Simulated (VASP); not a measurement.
# As (R-3m) in VASP: further runs

The runs below take As through electric field gradients, density of states, with PBE+D3(BJ).

Everything below comes from runs of VASP 6.6.1. Logs are shortened: lines on timing, memory, paths and dates and some standing lists are left out, and cuts for length are marked.

## 1. The cell of the first run

The structure is trigonal, space group R-3m (No. 166). The conventional cell has a = 3.780 Å, b = 3.780 Å, c = 10.129 Å, α = 90.00°, β = 90.00°, γ = 120.00°. As (site symmetry 3m) has 6 As at 2.54 to 3.02 Å within 3.3 Å.

## 2. Electric field gradients, PBE+D3(BJ)

Input file INCAR:

```
SYSTEM = As
PREC = Accurate
ENCUT = 520
EDIFF = 1E-8
ISMEAR = -1
SIGMA = 0.15
LREAL = .FALSE.
LASPH = .TRUE.
NELM = 80
ALGO = Normal
ISIF = 2
LWAVE = .FALSE.
LCHARG = .FALSE.
GGA = PE
IVDW = 12
LEFG = .TRUE.
NBANDS = 12
```

Input file KPOINTS:

```
regular mesh
0
G
  15 15 15
  0 0 0
```

Input file POSCAR:

```
As
1.0
    1.8900837833      1.0912403811      3.3763798235
   -1.8900837833      1.0912403811      3.3763798235
    0.0000000000     -2.1824807622      3.3763798235
As
2
Direct
    0.7696524162      0.7696524162      0.7696524162
    0.2303475838      0.2303475838      0.2303475838
```

Potentials or basis: VASP PAW PBE potentials, release 64 (As).

Started as:

```console
cat potpaw_PBE.64/As/POTCAR > POTCAR
mpirun -np 1 vasp_std > vasp.out
```

OUTCAR:

```text
SYSTEM = As
   PREC = Accurate
   ENCUT = 520
   EDIFF = 1E-8
   ISMEAR = -1
   LREAL = .FALSE.
   LASPH = .TRUE.
   NELM = 80
   ISIF = 2
   GGA = PE
   IVDW = 12
 IVDW          = 12

 ion  position               nearest neighbor table
   1  0.770  0.770  0.770-   2 2.54   2 2.54   2 2.54
   2  0.230  0.230  0.230-   1 2.54   1 2.54   1 2.54

  LATTYP: Found a trigonal (rhomboedric) cell.
 ALAT       =     4.0203436408
 COS(alpha) =     0.5579557404

  Lattice vectors:

 A1 = (   1.8900837833,   1.0912403811,   3.3763798235)
 A2 = (  -1.8900837833,   1.0912403811,   3.3763798235)
 A3 = (   0.0000000000,  -2.1824807622,   3.3763798235)

Analysis of symmetry for initial positions (statically):
=====================================================================
 Subroutine PRICEL returns:
 Original cell was already a primitive cell.

 Routine SETGRP: Setting up the symmetry group for a
 trigonal (rhombohedral) supercell.

 Subroutine GETGRP returns: Found 12 space group operations
 (whereof 12 operations were pure point group operations)
 out of a pool of 12 trial point group operations.

The static configuration has the point symmetry D_3d.

Analysis of symmetry for dynamics (positions and initial velocities):
=====================================================================
 Subroutine PRICEL returns:
 Original cell was already a primitive cell.

 Routine SETGRP: Setting up the symmetry group for a
 trigonal (rhombohedral) supercell.

 Subroutine GETGRP returns: Found 12 space group operations
 (whereof 12 operations were pure point group operations)
 out of a pool of 12 trial point group operations.

The dynamic configuration has the point symmetry D_3d.

 Subroutine INISYM returns: Found 12 space group operations
 (whereof 12 operations are pure point group operations),
 and found     1 'primitive' translations

----------------------------------------------------------------------------------------

                                     Primitive cell

  volume of cell :      41.7834

  direct lattice vectors                    reciprocal lattice vectors
     1.890083783  1.091240381  3.376379824     0.264538538  0.152731396  0.098725070
    -1.890083783  1.091240381  3.376379824    -0.264538538  0.152731396  0.098725070
     0.000000000 -2.182480762  3.376379824     0.000000000 -0.305462792  0.098725070

  length of vectors
     4.020343641  4.020343641  4.020343641     0.321020492  0.321020492  0.321020492

  position of ions in fractional coordinates (direct lattice)
     0.769652416  0.769652416  0.769652416
     0.230347584  0.230347584  0.230347584

  ion indices of the primitive-cell ions
   primitive index   ion index
                 1           1
                 2           2

----------------------------------------------------------------------------------------

 KPOINTS: regular mesh

Automatic generation of k-mesh.
 Grid dimensions read from file:
 generate k-points for:   15   15   15

 Generating k-lattice:

  Cartesian coordinates                     Fractional coordinates (reciprocal lattice)
     0.017635903  0.010182093  0.006581671     0.066666667  0.000000000  0.000000000
    -0.017635903  0.010182093  0.006581671     0.000000000  0.066666667  0.000000000
     0.000000000 -0.020364186  0.006581671     0.000000000  0.000000000  0.066666667

  Length of vectors
     0.021401366  0.021401366  0.021401366

  Shift w.r.t. Gamma in fractional coordinates (k-lattice)
     0.000000000  0.000000000  0.000000000

 Subroutine IBZKPT returns following result:
 ===========================================

 Found    344 irreducible k-points:

 Following reciprocal coordinates:
            Coordinates               Weight
  0.000000  0.000000  0.000000      1.000000
  0.066667  0.000000  0.000000      6.000000
  0.133333 -0.000000 -0.000000      6.000000
  0.200000  0.000000 -0.000000      6.000000
  0.266667 -0.000000 -0.000000      6.000000
  0.333333  0.000000 -0.000000      6.000000
[... 16 lines left out ...]
  0.133333  0.133333 -0.000000      6.000000
  0.200000  0.133333 -0.000000     12.000000
 [... further k-points ...]
   k-points           NKPTS =    344   k-points in BZ     NKDIM =    344   number of bands    NBANDS=     12
   number of dos      NEDOS =    301   number of ions     NIONS =      2
   total plane-waves  NPLWV =  27000
   dimension x,y,z NGX =    30 NGY =   30 NGZ =   30
   dimension x,y,z NGXF=    60 NGYF=   60 NGZF=   60
   ions per type =               2
   NGX,Y,Z   is equivalent  to a cutoff of  12.41, 12.41, 12.41 a.u.
   NGXF,Y,Z  is equivalent  to a cutoff of  24.81, 24.81, 24.81 a.u.
 SYSTEM =  As
   PREC   = accura    normal or accurate (medium, high low for compatibility)
   ISTART =      0    job   : 0-new  1-cont  2-samecut
   ICHARG =      2    charge: 1-file 2-atom 10-const
   ISPIN  =      1    spin polarized calculation?
   LNONCOLLINEAR =      F non collinear calculations
   LSORBIT =      F    spin-orbit coupling
   LASPH  =      T    aspherical Exc in radial PAW
   ENCUT  =  520.0 eV  38.22 Ry    6.18 a.u.   7.48  7.48  7.48*2*pi/ulx,y,z
   NELM   =     80;   NELMIN=  2; NELMDL= -5     # of ELM steps
   EDIFF  = 0.1E-07   stopping-criterion for ELM
   LREAL  =      F    real-space projection
   EDIFFG = 0.1E-06   stopping-criterion for IOM
   NSW    =      0    number of steps for IOM
   IBRION =     -1    ionic relax: 0-MD 1-quasi-New 2-CG
   NFREE  =      0    steps in history (QN), initial steepest desc. (CG)
   ISIF   =      2    stress and relaxation
   ISYM   =      2    0-nonsym 1-usesym 2-fastsym
   POTIM  = 0.5000    time-step for ionic-motion
   TEBEG  =    0.0;   TEEND  =   0.0 temperature during run
   PSTRESS=    0.0 pullay stress
   NELECT =      10.0000    total number of electrons
   NUPDOWN=      -1.0000    fix difference up-down
   EMIN   =  10.00;   EMAX   =-10.00  energy-range for DOS
   EFERMI =   0.00;   METHOD = LEGACY
   ISMEAR =    -1;   SIGMA  =   0.15  broadening in eV -4-tet -1-fermi 0-gaus
   EFERMI_NEDOS =   21; number of points for ismear=-14 and -15
   IALGO  =     38    algorithm
   IMIX   =      4    mixing-type and parameters
     AMIX     =   0.40;   BMIX     =  1.00
     AMIX_MAG =   1.60;   BMIX_MAG =  1.00
  volume/ion in A,a.u.               =      20.89       140.98
  Fermi-wavevector in a.u.,A,eV,Ry     =   1.016421  1.920757 14.056328  1.033111
  Thomas-Fermi vector in A             =   2.149763
   LORBIT       =      0    0 simple, 1 ext, 2 COOP (PROOUT), +10 PAW based schemes
   GGA     = PE    functional components
   LHFCALC =     F    Hartree Fock is set to
   AEXX    =    0.0000 exact exchange contribution
   IVDW    =    12    specifies the selected vdW correction
   LEPSILON=     F    determine dielectric tensor
   LRPA    =     F    only Hartree local field effects (RPA)
 non-spin polarized calculation
  energy-cutoff  :      520.00
  volume of cell :       41.78
 maximum number of plane-waves:      1137
 NGX is ok and might be reduce to    30
   NGX = 15   NGY = 15   NGZ = 15

 number of electron      10.0000000 magnetization

 Free energy of the ion-electron system (eV)
  ---------------------------------------------------
  ext. energy  EPLUGINS =         0.00000000
  ---------------------------------------------------
  free energy    TOTEN  =        -9.31649301 eV

  energy without entropy =       -9.29337780  energy(sigma->0) =       -9.30493541

 E-fermi :   5.7607     XC(G=0): -10.1287

 val. band max:        5.7230107859   @ k =   0.3333   0.1333   0.1333
 cond. band min:       5.7878568836   @ k =   0.3333   0.2000   0.2000
 fundamental gap:      0.0648460977
 Fermi energy:         5.7607025678

 k-point     1 :       0.0000    0.0000    0.0000
  band No.  band energies     occupation
      1      -9.3838      2.00000
      2       0.1661      2.00000
      3       3.3321      2.00000
      4       3.6837      2.00000
      5       3.6837      2.00000
      6       7.8609      0.00000
      7       8.8750      0.00000
      8       8.8750      0.00000
      9      12.2577      0.00000
     10      12.2577      0.00000
     11      12.6416      0.00000
     12      14.2787      0.00000

 k-point     2 :       0.0667    0.0000    0.0000
  band No.  band energies     occupation
      1      -9.3236      2.00000
      2      -0.0924      2.00000
      3       3.3610      2.00000
      4       3.6528      2.00000
      5       3.7260      2.00000
      6       7.9208      0.00000
      7       8.7301      0.00000
      8       8.7763      0.00000
      9      11.9089      0.00000
     10      12.1958      0.00000
     11      12.3467      0.00000
     12      14.7160      0.00000

 k-point     3 :       0.1333   -0.0000   -0.0000
  band No.  band energies     occupation
      1      -9.1433      2.00000
      2      -0.7579      2.00000
      3       3.3357      2.00000
      4       3.5709      2.00000
      5       3.9150      1.99999
      6       7.9089      0.00000
      7       8.3920      0.00000
      8       8.4759      0.00000
      9      11.4450      0.00000
     10      12.1125      0.00000
     11      12.2948      0.00000
     12      15.7357      0.00000
[... 286 lines left out ...]
 k-point    23 :       0.1333    0.1333   -0.0000
  band No.  band energies     occupation
      1      -9.0837      2.00000
      2      -0.8617      2.00000
      3       2.7807      2.00000
      4       3.1714      2.00000
      5       4.8421      1.99563
      6       7.0502      0.00037
      7       8.2940      0.00000
      8       9.3295      0.00000
      9      11.4184      0.00000
     10      12.5783      0.00000
     11      13.0204      0.00000
     12      14.7790      0.00000

 k-point    24 :       0.2000    0.1333   -0.0000
  band No.  band energies     occupation
      1      -8.8762      2.00000
      2      -1.3694      2.00000
      3       2.5097      2.00000
      4       2.9718      2.00000
      5       4.9584      1.99054
      6       6.7958      0.00201
      7       8.3779      0.00000
      8       9.3342      0.00000
      9      11.1060      0.00000
     10      12.8710      0.00000
     11      13.5555      0.00000
     12      15.2098      0.00000

 [... further k-points ...]

------------------------ aborting loop because EDIFF is reached ----------------------------------------

 Edisp (eV)   -0.86622

 E8    (eV) :    -0.3670

  FORCE on cell =-STRESS in cart. coord.  units (eV):
  Direction    XX          YY          ZZ          XY          YZ          ZX
  --------------------------------------------------------------------------------------
  -------------------------------------------------------------------------------------
  Total       0.08189     0.08189     0.05582     0.00000    -0.00000     0.00000
  in kB       3.14013     3.14013     2.14057     0.00000    -0.00000     0.00000
  external pressure =        2.81 kB  Pullay stress =        0.00 kB

 VOLUME and BASIS-vectors are now :
 -----------------------------------------------------------------------------
  energy-cutoff  :      520.00
  volume of cell :       41.78
      direct lattice vectors                 reciprocal lattice vectors
     1.890083783  1.091240381  3.376379824     0.264538538  0.152731396  0.098725070
    -1.890083783  1.091240381  3.376379824    -0.264538538  0.152731396  0.098725070
     0.000000000 -2.182480762  3.376379824     0.000000000 -0.305462792  0.098725070

 POSITION                                       TOTAL-FORCE (eV/Angst)
 -----------------------------------------------------------------------------------
      0.00000      0.00000      7.79592         0.000000     -0.000000     -0.047671
      0.00000      0.00000      2.33322         0.000000      0.000000      0.047671
 -----------------------------------------------------------------------------------
    total drift:                                0.000000     -0.000000      0.000000

  FREE ENERGIE OF THE ION-ELECTRON SYSTEM (eV)
  ---------------------------------------------------
  free  energy   TOTEN  =       -10.1827087388 eV

  energy  without entropy=      -10.1595935328  energy(sigma->0) =      -10.17115114

 Electric field gradients (V/A^2)
---------------------------------------------------------------------
 ion       V_xx      V_yy      V_zz      V_xy      V_xz      V_yz
---------------------------------------------------------------------
   1      20.683    20.683   -41.365    -0.000    -0.000    -0.000
   2      20.683    20.683   -41.365    -0.000    -0.000    -0.000
---------------------------------------------------------------------

 Electric field gradients after diagonalization (V/A^2)
 (convention: |V_zz| > |V_xx| > |V_yy|)
----------------------------------------------------------------------
 ion       V_xx      V_yy      V_zz     asymmetry (V_yy - V_xx)/ V_zz
----------------------------------------------------------------------
   1      20.683    20.683   -41.365       0.000
   2      20.683    20.683   -41.365       0.000
----------------------------------------------------------------------

           NMR quadrupolar parameters

 Cq : quadrupolar parameter    Cq=e*Q*V_zz/h
 eta: asymmetry parameters     (V_yy - V_xx)/ V_zz
 Q  : nuclear electric quadrupole moment in mb (millibarn)
----------------------------------------------------------------------
 ion       Cq(MHz)       eta       Q (mb)
----------------------------------------------------------------------
   1      -0.100       0.000       1.000
   2      -0.100       0.000       1.000
----------------------------------------------------------------------
```

It took 90 s on 1 thread of Intel Xeon Platinum 8488C (Sapphire Rapids), shared host; peak memory 0.29 GiB.

Results:

| Quantity | Value |
| --- | --- |
| Free energy | -10.1827 eV |
| Pressure | 0.3 GPa |
| Largest force | 0.048 eV/Å |
| Band gap on the k mesh | zero (band 5 reaches 5.80 eV, above the bottom of band 6 at 5.64 eV) |
| Dispersion energy per atom | -0.433 eV |

Forces in eV/Å, atoms in the order of the input:
```
As   0.000  0.000 -0.048
As   0.000  0.000  0.048
```

Stress tensor (GPa, compression positive):
```
0.31 0.00 0.00
0.00 0.31 0.00
0.00 0.00 0.21
```

Levels at points of the mesh, in eV from the Fermi level:
```
           k point  band 3  band 4  band 5  band 6  band 7  band 8
(0.00, 0.00, 0.00)   -2.43   -2.08   -2.08    2.10    3.11    3.11
```

Electric field gradients, principal values (V/Å²):
| atom | least | middle | greatest (by size) |
| --- | --- | --- | --- |
| 1 As | 20.683 | 20.683 | -41.365 |
| 2 As | 20.683 | 20.683 | -41.365 |

Caveat: without QUAD_EFG the Cq values of the log hold for a quadrupole moment of 1 mb, not for the nuclei; pairwise dispersion overbinds metals, which lowers pressure and volume.

## 3. Density of states, PBE+D3(BJ)

Input file POSCAR:

```
As
1.0
    1.8914380032      1.0920222403      3.3713915085
   -1.8914380032      1.0920222403      3.3713915085
    0.0000000000     -2.1840444806      3.3713915084
As
2
Direct
    0.7697136435      0.7697136435      0.7697136435
    0.2302863565      0.2302863565      0.2302863565
```

Input file INCAR.step1:

```
PREC = Accurate
ENCUT = 520
EDIFF = 1E-6
ISMEAR = 0
SIGMA = 0.1
LREAL = False
LASPH = True
NELM = 60
ALGO = Normal
ISIF = 2
LWAVE = False
LCHARG = True
GGA = PE
IVDW = 12
NBANDS = 12
```

Input file KPOINTS.step1:

```
regular mesh
0
Gamma
  15 15 15
```

Input file INCAR.step2:

```
PREC = Accurate
ENCUT = 520
EDIFF = 1E-6
ISMEAR = -5
SIGMA = 0.1
LREAL = False
LASPH = True
NELM = 60
ALGO = Normal
ISIF = 2
LWAVE = False
LCHARG = False
GGA = PE
IVDW = 12
LORBIT = 10
NBANDS = 12
NEDOS = 2001
ICHARG = 11
```

Input file KPOINTS.step2:

```
regular mesh
0
Gamma
  23 23 23
```

Potentials or basis: VASP PAW PBE potentials, release 64 (As).

Started as:

```console
cat potpaw_PBE.64/As/POTCAR > POTCAR
cp INCAR.step1 INCAR
cp KPOINTS.step1 KPOINTS
mpirun -np 1 vasp_std > vasp.out
cp INCAR.step2 INCAR
cp KPOINTS.step2 KPOINTS
mpirun -np 1 vasp_std > vasp.out
```

OUTCAR:

```text
PREC = Accurate
   ENCUT = 520
   EDIFF = 1E-6
   ISMEAR = -5
   LREAL = False
   LASPH = True
   NELM = 60
   ISIF = 2
   GGA = PE
   IVDW = 12
   LORBIT = 10
   ICHARG = 11
 IVDW          = 12

 ion  position               nearest neighbor table
   1  0.770  0.770  0.770-   2 2.53   2 2.53   2 2.53
   2  0.230  0.230  0.230-   1 2.53   1 2.53   1 2.53

  LATTYP: Found a trigonal (rhomboedric) cell.
 ALAT       =     4.0170052274
 COS(alpha) =     0.5565859772

  Lattice vectors:

 A1 = (   1.8914380032,   1.0920222403,   3.3713915085)
 A2 = (  -1.8914380032,   1.0920222403,   3.3713915085)
 A3 = (   0.0000000000,  -2.1840444806,   3.3713915084)

Analysis of symmetry for initial positions (statically):
=====================================================================
 Subroutine PRICEL returns:
 Original cell was already a primitive cell.

 Routine SETGRP: Setting up the symmetry group for a
 trigonal (rhombohedral) supercell.

 Subroutine GETGRP returns: Found 12 space group operations
[... 519 lines left out ...]
 k-point    24 :      -0.4783    0.0435    0.0000
  band No.  band energies     occupation
      1      -6.5317      2.00000
      2      -5.5196      2.00000
      3       2.9127      2.00000
      4       3.3127      2.00000
      5       5.0888      2.00000
      6       5.7520      0.73621
      7       6.0997      0.00000
      8       7.0300      0.00000
      9      14.8753      0.00000
     10      15.8479      0.00000
     11      16.8604      0.00000
     12      16.9029      0.00000

 [... further k-points ...]

------------------------ aborting loop because EDIFF is reached ----------------------------------------

 Edisp (eV)   -0.86628

 E8    (eV) :    -0.3670

  FORCE on cell =-STRESS in cart. coord.  units (eV):
  Direction    XX          YY          ZZ          XY          YZ          ZX
  --------------------------------------------------------------------------------------
  -------------------------------------------------------------------------------------
  Total       0.09687     0.09687     0.06711    -0.00000     0.00000     0.00000
  in kB       3.71477     3.71477     2.57358    -0.00000     0.00000     0.00000
  external pressure =        3.33 kB  Pullay stress =        0.00 kB

 VOLUME and BASIS-vectors are now :
 -----------------------------------------------------------------------------
  energy-cutoff  :      520.00
  volume of cell :       41.78
      direct lattice vectors                 reciprocal lattice vectors
     1.891438003  1.092022240  3.371391508     0.264349135  0.152622044  0.098871143
    -1.891438003  1.092022240  3.371391508    -0.264349135  0.152622044  0.098871143
     0.000000000 -2.184044481  3.371391508     0.000000000 -0.305244088  0.098871143

 POSITION                                       TOTAL-FORCE (eV/Angst)
 -----------------------------------------------------------------------------------
      0.00000      0.00000      7.78502         0.000000     -0.000000     -0.044872
      0.00000      0.00000      2.32916         0.000000      0.000000      0.044872
 -----------------------------------------------------------------------------------
    total drift:                               -0.000000     -0.000000      0.000000

  FREE ENERGIE OF THE ION-ELECTRON SYSTEM (eV)
  ---------------------------------------------------
  free  energy   TOTEN  =       -10.1727326703 eV

  energy  without entropy=      -10.1727326703  energy(sigma->0) =      -10.17273267

 total charge

# of ion       s       p       d       tot
------------------------------------------
    1        1.300   1.353   0.051   2.704
    2        1.300   1.353   0.051   2.704
--------------------------------------------------
tot          2.601   2.705   0.102   5.408
```

Wall time 3.6 min (1 thread of Intel Xeon 6975P-C (Granite Rapids), shared host); peak memory 0.57 GiB.

Results:

| Item | Value |
| --- | --- |
| Valence electrons inside the program's atomic spheres | As 2.70 |
| Dispersion energy per atom | -0.433 eV |

Levels at points of the mesh, in eV from the Fermi level:
| k point | band 3 | band 4 | band 5 | band 6 | band 7 | band 8 |
| --- | --- | --- | --- | --- | --- | --- |
| (0.00, 0.00, 0.00) | -2.42 | -2.10 | -2.10 | 2.08 | 3.10 | 3.10 |

Caveat: pairwise dispersion overbinds metals, which lowers pressure and volume; tetrahedron occupations give inexact forces and stress in metals.
